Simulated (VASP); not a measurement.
# TiO2 (Rutile) (P4_2/mnm) in VASP: relaxation of the atoms with PBE

Aim: the relaxation of the atoms of TiO2 (Rutile) with PBE.

Everything below comes from runs of VASP 6.6.1. Logs are shortened: lines on timing, memory, paths and dates and some standing lists are left out, and cuts for length are marked.

### 1 The cell of the first run

Symmetry: P4_2/mnm, No. 136, tetragonal system. Conventional cell: a = 4.654 Å, b = 4.654 Å, c = 2.998 Å, α = 90.00°, β = 90.00°, γ = 90.00°. Ti (site symmetry mmm) has 6 O at 1.98 to 2.00 Å within 2.6 Å. O (site symmetry m2m) has 3 Ti at 1.98 to 2.00 Å and 1 O at 2.58 Å within 2.6 Å.

### 2 Relaxation of the atoms, PBE (volume scaled by 1.04)

The input, INCAR:

```
  PREC = Accurate
  ENCUT = 520
  EDIFF = 1E-6
  ISMEAR = -1
  SIGMA = 0.02
  LREAL = F
  LASPH = T
  NELM = 60
  ALGO = Normal
  ISIF = 2
  LWAVE = F
  LCHARG = F
  GGA = PE
  IBRION = 2
  NSW = 80
  EDIFFG = -0.02
```

The input, KPOINTS:

```
regular mesh
0
Gamma
  7 7 10
```

The input, POSCAR:

```
TiO2
1.0
    4.6544543012      0.0000000000      0.0000000000
    0.0000000000      4.6544543012      0.0000000000
    0.0000000000      0.0000000000      2.9979386759
Ti O
2 4
Direct
    0.0000000000      0.0000000000      0.0000000000
    0.5000000000      0.5000000000      0.5000000000
    0.3042802921      0.3042802921      0.0000000000
    0.1957197079      0.8042802921      0.5000000000
    0.6957197079      0.6957197079      0.0000000000
    0.8042802921      0.1957197079      0.5000000000
```

Potentials or basis: VASP PAW PBE potentials, release 64 (Ti_sv, O).

Launch:

```
$ cat potpaw_PBE.64/Ti_sv/POTCAR potpaw_PBE.64/O/POTCAR > POTCAR
$ mpirun -np 1 vasp_std > vasp.out
```

OUTCAR:

```text
PREC = Accurate
   ENCUT = 520
   EDIFF = 1E-6
   ISMEAR = -1
   LREAL = F
   LASPH = T
   NELM = 60
   ISIF = 2
   GGA = PE
   IBRION = 2
   NSW = 80
   EDIFFG = -0.02

 ion  position               nearest neighbor table
   1  0.000  0.000  0.000-   4 1.98   6 1.98   4 1.98   6 1.98   5 2.00   3 2.00
   2  0.500  0.500  0.500-   3 1.98   5 1.98   3 1.98   5 1.98   4 2.00   6 2.00
   3  0.304  0.304  0.000-   2 1.98   2 1.98   1 2.00
   4  0.196  0.804  0.500-   1 1.98   1 1.98   2 2.00
   5  0.696  0.696  0.000-   2 1.98   2 1.98   1 2.00
   6  0.804  0.196  0.500-   1 1.98   1 1.98   2 2.00

  LATTYP: Found a simple tetragonal cell.
 ALAT       =     4.6544543012
 C/A-ratio  =     0.6441010013

  Lattice vectors:

 A1 = (   4.6544543012,   0.0000000000,   0.0000000000)
 A2 = (   0.0000000000,   4.6544543012,   0.0000000000)
 A3 = (   0.0000000000,   0.0000000000,   2.9979386759)

Analysis of symmetry for initial positions (statically):
=====================================================================
 Subroutine PRICEL returns:
 Original cell was already a primitive cell.

 Routine SETGRP: Setting up the symmetry group for a
 simple tetragonal supercell.

 Subroutine GETGRP returns: Found 16 space group operations
 (whereof  8 operations were pure point group operations)
 out of a pool of 16 trial point group operations.

The static configuration has the point symmetry D_2h.
 The point group associated with its full space group is D_4h.

Analysis of symmetry for dynamics (positions and initial velocities):
=====================================================================
 Subroutine PRICEL returns:
 Original cell was already a primitive cell.

 Routine SETGRP: Setting up the symmetry group for a
 simple tetragonal supercell.

 Subroutine GETGRP returns: Found 16 space group operations
 (whereof  8 operations were pure point group operations)
 out of a pool of 16 trial point group operations.

The dynamic configuration has the point symmetry D_2h.
 The point group associated with its full space group is D_4h.

 Subroutine INISYM returns: Found 16 space group operations
 (whereof  8 operations are pure point group operations),
 and found     1 'primitive' translations

----------------------------------------------------------------------------------------

                                     Primitive cell

  volume of cell :      64.9472

  direct lattice vectors                    reciprocal lattice vectors
     4.654454301  0.000000000  0.000000000     0.214847958  0.000000000  0.000000000
     0.000000000  4.654454301  0.000000000     0.000000000  0.214847958  0.000000000
     0.000000000  0.000000000  2.997938676     0.000000000  0.000000000  0.333562527

  length of vectors
     4.654454301  4.654454301  2.997938676     0.214847958  0.214847958  0.333562527

  position of ions in fractional coordinates (direct lattice)
     0.000000000  0.000000000  0.000000000
     0.500000000  0.500000000  0.500000000
     0.304280292  0.304280292  0.000000000
     0.195719708  0.804280292  0.500000000
     0.695719708  0.695719708  0.000000000
     0.804280292  0.195719708  0.500000000

  ion indices of the primitive-cell ions
   primitive index   ion index
                 1           1
                 2           2
                 3           3
                 4           4
                 5           5
                 6           6

----------------------------------------------------------------------------------------

 KPOINTS: regular mesh

Automatic generation of k-mesh.
 Grid dimensions read from file:
 generate k-points for:    7    7   10

 Generating k-lattice:

  Cartesian coordinates                     Fractional coordinates (reciprocal lattice)
     0.030692565  0.000000000  0.000000000     0.142857143  0.000000000  0.000000000
     0.000000000  0.030692565  0.000000000     0.000000000  0.142857143  0.000000000
     0.000000000  0.000000000  0.033356253     0.000000000  0.000000000  0.100000000

  Length of vectors
     0.030692565  0.030692565  0.033356253

  Shift w.r.t. Gamma in fractional coordinates (k-lattice)
     0.000000000  0.000000000  0.000000000

 Subroutine IBZKPT returns following result:
 ===========================================

 Found     60 irreducible k-points:

 Following reciprocal coordinates:
            Coordinates               Weight
  0.000000  0.000000  0.000000      1.000000
  0.142857  0.000000  0.000000      4.000000
  0.285714  0.000000  0.000000      4.000000
  0.428571  0.000000  0.000000      4.000000
  0.142857  0.142857  0.000000      4.000000
  0.285714  0.142857  0.000000      8.000000
[... 16 lines left out ...]
  0.285714  0.000000  0.200000      8.000000
  0.428571  0.000000  0.200000      8.000000
 [... further k-points ...]
   k-points           NKPTS =     60   k-points in BZ     NKDIM =     60   number of bands    NBANDS=     28
   number of dos      NEDOS =    301   number of ions     NIONS =      6
   total plane-waves  NPLWV =  31104
   dimension x,y,z NGX =    36 NGY =   36 NGZ =   24
   dimension x,y,z NGXF=    72 NGYF=   72 NGZF=   48
   ions per type =               2   4
   NGX,Y,Z   is equivalent  to a cutoff of  12.86, 12.86, 13.31 a.u.
   NGXF,Y,Z  is equivalent  to a cutoff of  25.72, 25.72, 26.62 a.u.
 SYSTEM =  unknown system
   PREC   = accura    normal or accurate (medium, high low for compatibility)
   ISTART =      0    job   : 0-new  1-cont  2-samecut
   ICHARG =      2    charge: 1-file 2-atom 10-const
   ISPIN  =      1    spin polarized calculation?
   LNONCOLLINEAR =      F non collinear calculations
   LSORBIT =      F    spin-orbit coupling
   LASPH  =      T    aspherical Exc in radial PAW
   ENCUT  =  520.0 eV  38.22 Ry    6.18 a.u.   8.65  8.65  5.57*2*pi/ulx,y,z
   NELM   =     60;   NELMIN=  2; NELMDL= -5     # of ELM steps
   EDIFF  = 0.1E-05   stopping-criterion for ELM
   LREAL  =      F    real-space projection
   EDIFFG = -.2E-01   stopping-criterion for IOM
   NSW    =     80    number of steps for IOM
   IBRION =      2    ionic relax: 0-MD 1-quasi-New 2-CG
   NFREE  =      1    steps in history (QN), initial steepest desc. (CG)
   ISIF   =      2    stress and relaxation
   ISYM   =      2    0-nonsym 1-usesym 2-fastsym
   POTIM  = 0.5000    time-step for ionic-motion
   TEBEG  =    0.0;   TEEND  =   0.0 temperature during run
   PSTRESS=    0.0 pullay stress
   NELECT =      48.0000    total number of electrons
   NUPDOWN=      -1.0000    fix difference up-down
   EMIN   =  10.00;   EMAX   =-10.00  energy-range for DOS
   EFERMI =   0.00;   METHOD = LEGACY
   ISMEAR =    -1;   SIGMA  =   0.02  broadening in eV -4-tet -1-fermi 0-gaus
   EFERMI_NEDOS =   21; number of points for ismear=-14 and -15
   IALGO  =     38    algorithm
   IMIX   =      4    mixing-type and parameters
     AMIX     =   0.40;   BMIX     =  1.00
     AMIX_MAG =   1.60;   BMIX_MAG =  1.00
  volume/ion in A,a.u.               =      10.82        73.05
  Fermi-wavevector in a.u.,A,eV,Ry     =   1.480137  2.797053 29.807705  2.190805
  Thomas-Fermi vector in A             =   2.594208
   LORBIT       =      0    0 simple, 1 ext, 2 COOP (PROOUT), +10 PAW based schemes
   GGA     = PE    functional components
   LHFCALC =     F    Hartree Fock is set to
   AEXX    =    0.0000 exact exchange contribution
   IVDW    =     0    specifies the selected vdW correction
   LEPSILON=     F    determine dielectric tensor
   LRPA    =     F    only Hartree local field effects (RPA)
 conjugate gradient relaxation of ions
 non-spin polarized calculation
  energy-cutoff  :      520.00
  volume of cell :       64.95
 maximum number of plane-waves:      1787
 NGX is ok and might be reduce to    36
   NGX = 17   NGY = 17   NGZ = 11

--------------------------------------- Ionic step        1  -------------------------------------------

 number of electron      48.0000017 magnetization

 Free energy of the ion-electron system (eV)
  ---------------------------------------------------
  ext. energy  EPLUGINS =         0.00000000
  ---------------------------------------------------
  free energy    TOTEN  =       -53.66369445 eV

  energy without entropy =      -53.66369445  energy(sigma->0) =      -53.66369445

------------------------ aborting loop because EDIFF is reached ----------------------------------------

  FORCE on cell =-STRESS in cart. coord.  units (eV):
  Direction    XX          YY          ZZ          XY          YZ          ZX
  --------------------------------------------------------------------------------------
  -------------------------------------------------------------------------------------
  Total       -1.0420109     -1.0420109     -2.1996589     -0.0000000      0.0000000      0.0000000
  in kB      -25.7052923    -25.7052923    -54.2632306     -0.0000000      0.0000000      0.0000000
  external PRESSURE =     -35.2246051 kB  Pullay stress =       0.0000000 kB
[... 65 lines left out ...]
  energy  without entropy=      -53.6661242118  energy(sigma->0) =      -53.66612421

--------------------------------------- Ionic step        3  -------------------------------------------

 number of electron      48.0000020 magnetization

 Free energy of the ion-electron system (eV)
  ---------------------------------------------------
  ext. energy  EPLUGINS =         0.00000000
  ---------------------------------------------------
  free energy    TOTEN  =       -53.66617343 eV

  energy without entropy =      -53.66617343  energy(sigma->0) =      -53.66617343

 E-fermi :   4.9671     XC(G=0): -11.2015

 val. band max:        4.4386843594   @ k =   0.0000   0.0000   0.0000
 cond. band min:       6.2323393756   @ k =   0.0000   0.0000   0.0000
 fundamental gap:      1.7936550163
 Fermi energy:         4.9670754525

 k-point     1 :       0.0000    0.0000    0.0000
  band No.  band energies     occupation
      1     -52.6026      2.00000
      2     -52.5888      2.00000
      3     -28.8752      2.00000
      4     -28.8752      2.00000
      5     -28.7341      2.00000
      6     -28.7341      2.00000
[... 733 lines left out ...]
     27       7.3492      0.00000
     28       7.4013      0.00000

 [... further k-points ...]
[... 5 lines left out ...]
  --------------------------------------------------------------------------------------
  -------------------------------------------------------------------------------------
  Total       -0.8791226     -0.8791226     -2.0732488      0.0000000      0.0000000      0.0000000
  in kB      -21.6870141    -21.6870141    -51.1448266      0.0000000      0.0000000      0.0000000
  external PRESSURE =     -31.5062850 kB  Pullay stress =       0.0000000 kB
[... 21 lines left out ...]
  FREE ENERGIE OF THE ION-ELECTRON SYSTEM (eV)
  ---------------------------------------------------
  free  energy   TOTEN  =       -53.6661734297 eV

  energy  without entropy=      -53.6661734297  energy(sigma->0) =      -53.66617343

 reached required accuracy - stopping structural energy minimisation
```

It took 2.6 min on 1 thread of Intel Xeon Platinum 8488C (Sapphire Rapids), shared host; peak memory 0.23 GiB.

What came out:

```yaml
Free_energy: -53.6662 eV
Energy_gained_by_relaxing: 0.4 meV/atom
Ionic_steps: 3
Pressure_after_relaxing: -3.2 GPa
Band_gap_on_the_k_mesh: 1.79 eV, direct
```

Step by step:
```
step  energy change (eV)  largest force (eV/Å)  pressure (GPa)
   1              0.0000                0.1481           -3.52
   2             -0.0024                0.0214           -3.20
   3             -0.0025                0.0008           -3.15
```

Final structure:
```cif
data_structure
_symmetry_space_group_name_H-M 'P 1'
_symmetry_Int_Tables_number 1
_cell_length_a 4.6545
_cell_length_b 4.6545
_cell_length_c 2.9979
_cell_angle_alpha 90.000
_cell_angle_beta 90.000
_cell_angle_gamma 90.000
_cell_volume 64.95
loop_
_atom_site_label
_atom_site_type_symbol
_atom_site_fract_x
_atom_site_fract_y
_atom_site_fract_z
_atom_site_occupancy
Ti1 Ti 0.00000 0.00000 0.00000 1
Ti2 Ti 0.50000 0.50000 0.50000 1
O1 O 0.30555 0.30555 0.00000 1
O2 O 0.19445 0.80555 0.50000 1
O3 O 0.69445 0.69445 0.00000 1
O4 O 0.80555 0.19445 0.50000 1
```

 A k mesh can miss the band edges.
